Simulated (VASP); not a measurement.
# Ag (Im-3m) in VASP: further runs

Ag is run at these levels: PBE; tasks: relaxation of cell and atoms.

All numbers are computed with VASP 6.6.1; they aren't measurements. Logs are shortened: lines on timing, memory, paths and dates and some standing lists are left out, and cuts for length are marked.

### 1 The cell of the first run

Symmetry: Im-3m, No. 229, cubic system. Conventional cell: a = 3.240 Å, b = 3.240 Å, c = 3.240 Å, α = 90.00°, β = 90.00°, γ = 90.00°. Within 3.7 Å of Ag (site symmetry m-3m) lie 14 Ag at 2.81 to 3.24 Å.

This isn't the form of Ag at room conditions, which is fcc.

### 2 Relaxation of cell and atoms, PBE, target pressure 15 GPa, at which the enthalpy is minimised

Input file INCAR:

```
SYSTEM = Ag
ALGO = Normal
EDIFF = 1E-7
EDIFFG = -0.03
ENCUT = 500
GGA = PE
GGA_COMPAT = .False.
IBRION = 2
ISIF = 3
ISMEAR = -1
LASPH = .True.
LCHARG = .False.
LREAL = .False.
LWAVE = .False.
NELM = 120
NELMIN = 4
NSW = 60
PREC = Accurate
PSTRESS = 150.0
SIGMA = 0.1
```

Input file KPOINTS:

```
k-points
0
Gamma
  20 20 20
  0 0 0
```

Input file POSCAR:

```
Ag
1.0
   -1.6200000000      1.6200000000      1.6200000000
    1.6200000000     -1.6200000000      1.6200000000
    1.6200000000      1.6200000000     -1.6200000000
Ag
1
Direct
    0.0000000000      0.0000000000      0.0000000000
```

Potentials or basis: VASP PAW PBE potentials, release 64 (Ag).

On the command line:

```console
cat potpaw_PBE.64/Ag/POTCAR > POTCAR
mpirun -np 1 vasp_std > vasp.out
```

OUTCAR:

```text
SYSTEM = Ag
   EDIFF = 1E-7
   EDIFFG = -0.03
   ENCUT = 500
   GGA = PE
   IBRION = 2
   ISIF = 3
   ISMEAR = -1
   LASPH = .True.
   LREAL = .False.
   NELM = 120
   NELMIN = 4
   NSW = 60
   PREC = Accurate
   PSTRESS = 150.0

 ion  position               nearest neighbor table
   1  0.000  0.000  0.000-

  LATTYP: Found a body centered cubic cell.
 ALAT       =     3.2400000000

  Lattice vectors:

 A1 = (  -1.6200000000,   1.6200000000,   1.6200000000)
 A2 = (   1.6200000000,  -1.6200000000,   1.6200000000)
 A3 = (   1.6200000000,   1.6200000000,  -1.6200000000)

Analysis of symmetry for initial positions (statically):
=====================================================================
 Subroutine PRICEL returns:
 Original cell was already a primitive cell.

 Routine SETGRP: Setting up the symmetry group for a
 body centered cubic supercell.

 Subroutine GETGRP returns: Found 48 space group operations
 (whereof 48 operations were pure point group operations)
 out of a pool of 48 trial point group operations.

The static configuration has the point symmetry O_h .

Analysis of symmetry for dynamics (positions and initial velocities):
=====================================================================
 Subroutine PRICEL returns:
 Original cell was already a primitive cell.

 Routine SETGRP: Setting up the symmetry group for a
 body centered cubic supercell.

 Subroutine GETGRP returns: Found 48 space group operations
 (whereof 48 operations were pure point group operations)
 out of a pool of 48 trial point group operations.

The dynamic configuration has the point symmetry O_h .

 Subroutine INISYM returns: Found 48 space group operations
 (whereof 48 operations are pure point group operations),
 and found     1 'primitive' translations

----------------------------------------------------------------------------------------

                                     Primitive cell

  volume of cell :      17.0061

  direct lattice vectors                    reciprocal lattice vectors
    -1.620000000  1.620000000  1.620000000     0.000000000  0.308641975  0.308641975
     1.620000000 -1.620000000  1.620000000     0.308641975  0.000000000  0.308641975
     1.620000000  1.620000000 -1.620000000     0.308641975  0.308641975  0.000000000

  length of vectors
     2.805922308  2.805922308  2.805922308     0.436485667  0.436485667  0.436485667

  position of ions in fractional coordinates (direct lattice)
     0.000000000  0.000000000  0.000000000

  ion indices of the primitive-cell ions
   primitive index   ion index
                 1           1

----------------------------------------------------------------------------------------

 KPOINTS: k-points

Automatic generation of k-mesh.
 Grid dimensions read from file:
 generate k-points for:   20   20   20

 Generating k-lattice:

  Cartesian coordinates                     Fractional coordinates (reciprocal lattice)
     0.000000000  0.015432099  0.015432099     0.050000000  0.000000000  0.000000000
     0.015432099  0.000000000  0.015432099     0.000000000  0.050000000  0.000000000
     0.015432099  0.015432099  0.000000000     0.000000000  0.000000000  0.050000000

  Length of vectors
     0.021824283  0.021824283  0.021824283

  Shift w.r.t. Gamma in fractional coordinates (k-lattice)
     0.000000000  0.000000000  0.000000000

 Subroutine IBZKPT returns following result:
 ===========================================

 Found    256 irreducible k-points:

 Following reciprocal coordinates:
            Coordinates               Weight
  0.000000  0.000000  0.000000      1.000000
  0.050000  0.000000  0.000000     12.000000
  0.100000  0.000000  0.000000     12.000000
  0.150000  0.000000  0.000000     12.000000
  0.200000  0.000000  0.000000     12.000000
  0.250000  0.000000  0.000000     12.000000
[... 16 lines left out ...]
  0.200000  0.100000 -0.000000     48.000000
  0.250000  0.100000 -0.000000     48.000000
 [... further k-points ...]
   k-points           NKPTS =    256   k-points in BZ     NKDIM =    256   number of bands    NBANDS=      9
   number of dos      NEDOS =    301   number of ions     NIONS =      1
   total plane-waves  NPLWV =   8000
   dimension x,y,z NGX =    20 NGY =   20 NGZ =   20
   dimension x,y,z NGXF=    40 NGYF=   40 NGZF=   40
   ions per type =               1
   NGX,Y,Z   is equivalent  to a cutoff of  11.85, 11.85, 11.85 a.u.
   NGXF,Y,Z  is equivalent  to a cutoff of  23.70, 23.70, 23.70 a.u.
 SYSTEM =  Ag
   PREC   = accura    normal or accurate (medium, high low for compatibility)
   ISTART =      0    job   : 0-new  1-cont  2-samecut
   ICHARG =      2    charge: 1-file 2-atom 10-const
   ISPIN  =      1    spin polarized calculation?
   LNONCOLLINEAR =      F non collinear calculations
   LSORBIT =      F    spin-orbit coupling
   LASPH  =      T    aspherical Exc in radial PAW
   ENCUT  =  500.0 eV  36.75 Ry    6.06 a.u.   5.12  5.12  5.12*2*pi/ulx,y,z
   NELM   =    120;   NELMIN=  4; NELMDL= -5     # of ELM steps
   EDIFF  = 0.1E-06   stopping-criterion for ELM
   LREAL  =      F    real-space projection
   EDIFFG = -.3E-01   stopping-criterion for IOM
   NSW    =     60    number of steps for IOM
   IBRION =      2    ionic relax: 0-MD 1-quasi-New 2-CG
   NFREE  =      1    steps in history (QN), initial steepest desc. (CG)
   ISIF   =      3    stress and relaxation
   ISYM   =      2    0-nonsym 1-usesym 2-fastsym
   POTIM  = 0.5000    time-step for ionic-motion
   TEBEG  =    0.0;   TEEND  =   0.0 temperature during run
   PSTRESS=  150.0 pullay stress
   NELECT =      11.0000    total number of electrons
   NUPDOWN=      -1.0000    fix difference up-down
   EMIN   =  10.00;   EMAX   =-10.00  energy-range for DOS
   EFERMI =   0.00;   METHOD = LEGACY
   ISMEAR =    -1;   SIGMA  =   0.10  broadening in eV -4-tet -1-fermi 0-gaus
   EFERMI_NEDOS =   21; number of points for ismear=-14 and -15
   IALGO  =     38    algorithm
   IMIX   =      4    mixing-type and parameters
     AMIX     =   0.40;   BMIX     =  1.00
     AMIX_MAG =   1.60;   BMIX_MAG =  1.00
  volume/ion in A,a.u.               =      17.01       114.76
  Fermi-wavevector in a.u.,A,eV,Ry     =   1.415807  2.675487 27.273006  2.004509
  Thomas-Fermi vector in A             =   2.537207
   LORBIT       =      0    0 simple, 1 ext, 2 COOP (PROOUT), +10 PAW based schemes
   GGA     = PE    functional components
   LHFCALC =     F    Hartree Fock is set to
   AEXX    =    0.0000 exact exchange contribution
   IVDW    =     0    specifies the selected vdW correction
   LEPSILON=     F    determine dielectric tensor
   LRPA    =     F    only Hartree local field effects (RPA)
 conjugate gradient relaxation of ions
 non-spin polarized calculation
  energy-cutoff  :      500.00
  volume of cell :       17.01
 maximum number of plane-waves:       456
   NGX = 11   NGY = 11   NGZ = 11

--------------------------------------- Ionic step        1  -------------------------------------------

 number of electron      10.9999993 magnetization

 Free energy of the ion-electron system (eV)
  ---------------------------------------------------
  ext. energy  EPLUGINS =         0.00000000
  ---------------------------------------------------
  free energy    TOTEN  =        -2.67278260 eV

  energy without entropy =       -2.66069802  energy(sigma->0) =       -2.66674031

------------------------ aborting loop because EDIFF is reached ----------------------------------------

  FORCE on cell =-STRESS in cart. coord.  units (eV):
  Direction    XX          YY          ZZ          XY          YZ          ZX
  --------------------------------------------------------------------------------------
  -------------------------------------------------------------------------------------
  Total        0.6077018      0.6077018      0.6077018      0.0000000     -0.0000000      0.0000000
  in kB       57.2527123     57.2527123     57.2527123      0.0000000     -0.0000000      0.0000000
  external PRESSURE =     -92.7472877 kB  Pullay stress =     150.0000000 kB
[... 22 lines left out ...]
  enthalpy is  TOTEN    =        -1.0806262554 eV   P V=        1.5921563439

--------------------------------------- Ionic step        2  -------------------------------------------

 number of electron      10.9999996 magnetization

 E-fermi :  10.7554     XC(G=0): -13.1219

 val. band max:       10.7442644170   @ k =   0.2000   0.1500   0.1500
 cond. band min:      10.7594824435   @ k =   0.2500   0.1500   0.1000
 fundamental gap:      0.0152180265
 Fermi energy:        10.7553606067

 k-point     1 :       0.0000    0.0000    0.0000
  band No.  band energies     occupation
      1       1.7563      2.00000
      2       5.1214      2.00000
      3       5.1214      2.00000
      4       5.1214      2.00000
      5       6.8207      2.00000
      6       6.8207      2.00000
      7      29.1211      0.00000
      8      29.1211      0.00000
      9      29.1211      0.00000
[... 310 lines left out ...]
  enthalpy is  TOTEN    =        -1.0566920101 eV   P V=        1.3759119720

--------------------------------------- Ionic step        3  -------------------------------------------

 number of electron      11.0000003 magnetization

 Free energy of the ion-electron system (eV)
  ---------------------------------------------------
  ext. energy  EPLUGINS =         0.00000000
  ---------------------------------------------------
  free energy    TOTEN  =        -2.60650361 eV

  energy without entropy =       -2.59455785  energy(sigma->0) =       -2.60053073

 E-fermi :   9.4450     XC(G=0): -12.6175

 val. band max:        9.4293614047   @ k =   0.5000   0.5000   0.0500
 cond. band min:       9.4614723114   @ k =   0.3000   0.1500   0.0500
 fundamental gap:      0.0321109067
 Fermi energy:         9.4450252509

 k-point     1 :       0.0000    0.0000    0.0000
  band No.  band energies     occupation
      1       1.1334      2.00000
      2       4.2101      2.00000
      3       4.2101      2.00000
      4       4.2101      2.00000
      5       5.7000      2.00000
      6       5.7000      2.00000
      7      27.6162      0.00000
      8      27.6162      0.00000
      9      27.6162      0.00000
[... 304 lines left out ...]
  FREE ENERGIE OF THE ION-ELECTRON SYSTEM (eV)
  ---------------------------------------------------
  free  energy   TOTEN  =        -2.6065036055 eV

  energy  without entropy=       -2.5945578548  energy(sigma->0) =       -2.60053073

  enthalpy is  TOTEN    =        -1.1141695364 eV   P V=        1.4923340691

 reached required accuracy - stopping structural energy minimisation
```

Run time: 48 s. Hardware: 1 thread of Intel Xeon 6975P-C (Granite Rapids), shared host; peak memory 0.16 GiB.

What came out:

* Free energy: -2.6065 eV
* Relaxed volume: 15.94 Å³/atom
* Relaxed cell: a = 2.746 Å, b = 2.746 Å, c = 2.746 Å, α = 109.47°, β = 109.47°, γ = 109.47°
* Space group after relaxing (to 0.1 Å): Im-3m (No. 229)
* Energy change on relaxing (the run minimises the enthalpy): +66.3 meV/atom
* Ionic steps: 3
* Pressure after relaxing: 14.8 GPa
* Band gap on the k mesh: zero (an odd number of electrons rules out a gap without spin polarisation)

Step by step:
| step | energy change (eV) | largest force (eV/Å) | pressure (GPa) | volume (Å³) |
| --- | --- | --- | --- | --- |
| 1 | 0.0000 | 0.0000 | 5.73 | 17.01 |
| 2 | 0.2402 | 0.0000 | 31.32 | 14.70 |
| 3 | 0.0663 | 0.0000 | 14.81 | 15.94 |

Final structure:
```
Ag
1.0
    -1.58541    1.58541    1.58541
     1.58541   -1.58541    1.58541
     1.58541    1.58541   -1.58541
Ag
1
Direct
  0.00000 0.00000 0.00000
```

Caveat: the cell is relaxed towards a set pressure, so the run minimises the enthalpy, not the energy.

### 3 Relaxation of cell and atoms, PBE, target pressure 30 GPa, at which the enthalpy is minimised

Input file INCAR:

```
PREC = Accurate ; ENCUT = 500
EDIFF = 1E-7 ; ISMEAR = -1
SIGMA = 0.1 ; LREAL = F
LASPH = T ; NELM = 120
ALGO = Normal ; ISIF = 3
LWAVE = F ; LCHARG = F
GGA = PE ; IBRION = 2
NSW = 60 ; EDIFFG = -0.03
PSTRESS = 300.0 ; GGA_COMPAT = F
NELMIN = 4
```

Input file KPOINTS:

```
regular mesh
0
Gamma
  20 20 20
```

POSCAR is that of step 2.

Potentials or basis: VASP PAW PBE potentials, release 64 (Ag).

On the command line:

```console
cat potpaw_PBE.64/Ag/POTCAR > POTCAR
mpirun -np 1 vasp_std > vasp.out
```

Run time: 75 s. Hardware: 1 thread of Intel Xeon 6975P-C (Granite Rapids), shared host; peak memory 0.17 GiB.

It converged, with:

- Free energy: -2.4479 eV
- Relaxed volume: 14.78 Å³/atom
- Relaxed cell: a = 2.678 Å, b = 2.678 Å, c = 2.678 Å, α = 109.47°, β = 109.47°, γ = 109.47°
- Space group after relaxing (to 0.1 Å): Im-3m (No. 229)
- Energy change on relaxing (the run minimises the enthalpy): +224.8 meV/atom
- Ionic steps: 5
- Pressure after relaxing: 30.0 GPa
- Band gap on the k mesh: zero (an odd number of electrons rules out a gap without spin polarisation)

The path:
| step | energy change (eV) | largest force (eV/Å) | pressure (GPa) | volume (Å³) |
| --- | --- | --- | --- | --- |
| 1 | 0.0000 | 0.0000 | 5.73 | 17.01 |
| 2 | 1.7840 | 0.0000 | 144.00 | 11.42 |
| 3 | 0.1966 | 0.0000 | 27.52 | 14.93 |
| 4 | 0.2152 | 0.0000 | 29.17 | 14.83 |
| 5 | 0.2248 | 0.0000 | 29.97 | 14.78 |

Final structure:
```cif
data_structure
_symmetry_space_group_name_H-M 'P 1'
_symmetry_Int_Tables_number 1
_cell_length_a 2.6775
_cell_length_b 2.6775
_cell_length_c 2.6775
_cell_angle_alpha 109.471
_cell_angle_beta 109.471
_cell_angle_gamma 109.471
_cell_volume 14.78
loop_
_atom_site_label
_atom_site_type_symbol
_atom_site_fract_x
_atom_site_fract_y
_atom_site_fract_z
_atom_site_occupancy
Ag1 Ag 0.00000 0.00000 0.00000 1
```

Levels at points of the mesh, in eV from the Fermi level:
| k point | band 2 | band 3 | band 4 | band 5 | band 6 | band 7 | band 8 | band 9 |
| --- | --- | --- | --- | --- | --- | --- | --- | --- |
| (0.00, 0.00, 0.00) | -5.60 | -5.60 | -5.60 | -3.92 | -3.92 | 18.36 | 18.36 | 18.36 |
| (0.50, 0.00, 0.00) | -6.61 | -3.98 | -3.74 | -2.60 | -0.50 | 5.04 | 13.75 | 15.82 |
| (0.50, 0.50, 0.50) | -7.49 | -2.92 | -2.92 | -2.92 | 7.29 | 7.29 | 7.29 | 15.03 |

Caveat: the cell is relaxed towards a set pressure, so the run minimises the enthalpy, not the energy.

### 4 Relaxation of cell and atoms, PBE, target pressure 45 GPa, at which the enthalpy is minimised

Input file INCAR:

```
PREC     = Accurate       # precision mode
ENCUT    = 500            # plane-wave cutoff, eV
EDIFF    = 1E-7           # SCF threshold, eV
ISMEAR   = -1             # smearing method
SIGMA    = 0.1            # smearing width, eV
LREAL    = False          # projectors in reciprocal space
LASPH    = True           # aspherical terms in the spheres
NELM     = 120            # most SCF steps
ALGO     = Normal         # electronic algorithm
ISIF     = 3              # what is computed and relaxed
LWAVE    = False          # write WAVECAR
LCHARG   = False          # write CHGCAR
GGA      = PE             # functional
IBRION   = 2              # ionic algorithm
NSW      = 60             # ionic steps
EDIFFG   = -0.03          # ionic threshold
PSTRESS  = 450.0        
GGA_COMPAT= False        
NELMIN   = 4
```

Input file KPOINTS:

```
Automatic mesh
0
Gamma
  20 20 20
```

POSCAR is that of step 3.

On the command line:

```console
cat potpaw_PBE.64/Ag/POTCAR > POTCAR
mpirun -np 1 vasp_std > vasp.out
```

Wall time 77 s (1 thread of Intel Xeon 6975P-C (Granite Rapids), shared host); peak memory 0.17 GiB.

It converged, with:

- Free energy: -2.2631 eV
- Relaxed volume: 13.98 Å³/atom
- Relaxed cell: a = 2.628 Å, b = 2.628 Å, c = 2.628 Å, α = 109.47°, β = 109.47°, γ = 109.47°
- Space group after relaxing (to 0.1 Å): Im-3m (No. 229)
- Energy change on relaxing (the run minimises the enthalpy): +409.7 meV/atom
- Ionic steps: 5
- Pressure after relaxing: 45.1 GPa
- Band gap on the k mesh: zero (an odd number of electrons rules out a gap without spin polarisation)

The path:
```
step  energy change (eV)  largest force (eV/Å)  pressure (GPa)  volume (Å³)
   1              0.0000                0.0000            5.73        17.01
   2              6.5884                0.0000          487.58         8.67
   3              0.3013                0.0000           36.43        14.41
   4              0.3514                0.0000           40.49        14.20
   5              0.4097                0.0000           45.11        13.98
```

Final structure:
```
Ag
1.0
    -1.51755    1.51755    1.51755
     1.51755   -1.51755    1.51755
     1.51755    1.51755   -1.51755
Ag
1
Direct
  0.00000 0.00000 0.00000
```

Levels at points of the mesh, in eV from the Fermi level:
| k point | band 2 | band 3 | band 4 | band 5 | band 6 | band 7 | band 8 | band 9 |
| --- | --- | --- | --- | --- | --- | --- | --- | --- |
| (0.00, 0.00, 0.00) | -5.91 | -5.91 | -5.91 | -4.07 | -4.07 | 18.45 | 18.45 | 18.45 |
| (0.50, 0.00, 0.00) | -7.02 | -4.13 | -3.87 | -2.61 | -0.69 | 5.42 | 16.34 | 22.72 |
| (0.50, 0.50, 0.50) | -8.00 | -2.97 | -2.97 | -2.97 | 7.44 | 7.44 | 7.44 | 15.50 |

Caveat: the cell is relaxed towards a set pressure, so the run minimises the enthalpy, not the energy; the volume moved by over 15 % at a fixed basis, so the end points are rough.

### 5 Overview

| cell | gap on the mesh (eV) | pressure (GPa) |
| --- | --- | --- |
| relaxed to 15 GPa | none | 14.8 |
| relaxed to 30 GPa | none | 30.0 |
| relaxed to 45 GPa | none | 45.1 |

Alike in all rows: task relaxation of cell and atoms; level PBE; potentials or basis VASP PAW PBE potentials, release 64 (Ag); no spin polarisation; k mesh 20 × 20 × 20; cutoff (eV) 500; smearing fermi-dirac 0.1 eV.

Caveats: the cell is relaxed towards a set pressure, so the run minimises the enthalpy, not the energy; the volume moved by over 15 % at a fixed basis, so the end points are rough (at least some runs).

Absolute energies hang on the potentials; compare differences alone.
